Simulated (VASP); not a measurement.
Pd, 1 atom in the cell. Symmetry: I4/mmm, No. 139, tetragonal system. The conventional cell has a = 2.751 Å, b = 2.751 Å, c = 3.851 Å, α = 90.00°, β = 90.00°, γ = 90.00°. Within 3.6 Å of Pd (site symmetry 4/mmm) lie 12 Pd at 2.74 to 2.75 Å.  This cell differs from its parent crystal: zz strain of -1 %.

- Program: VASP 6.6.1
- Task: electric field gradients
- Functional: PBEsol
- Potentials or basis: VASP PAW PBE potentials, release 64 (Pd)
- Cutoff: 520 eV
- k mesh: 18 × 18 × 18
- Occupations: fermi-dirac, width 0.05 eV
- Spin: no spin polarisation
- Dipole correction: no
- Further INCAR settings: ALGO = Normal; EDIFF = 1e-08; NBANDS = 11

Potentials or basis: VASP PAW PBE potentials, release 64 (Pd).

The run is started by

```console
$ cat potpaw_PBE.64/Pd/POTCAR > POTCAR
$ mpirun -np 1 vasp_std > vasp.out
```

Hardware: 1 thread of AMD EPYC 7R43 64-Core Processor (Zen 3) (shared host).

Q: How long does it take, and how much memory?

A: It took 74 s on 1 thread of AMD EPYC 7R43 64-Core Processor (Zen 3), with other jobs on the host, peak memory 0.15 GiB. Counts: scf iterations 14, k points 480.
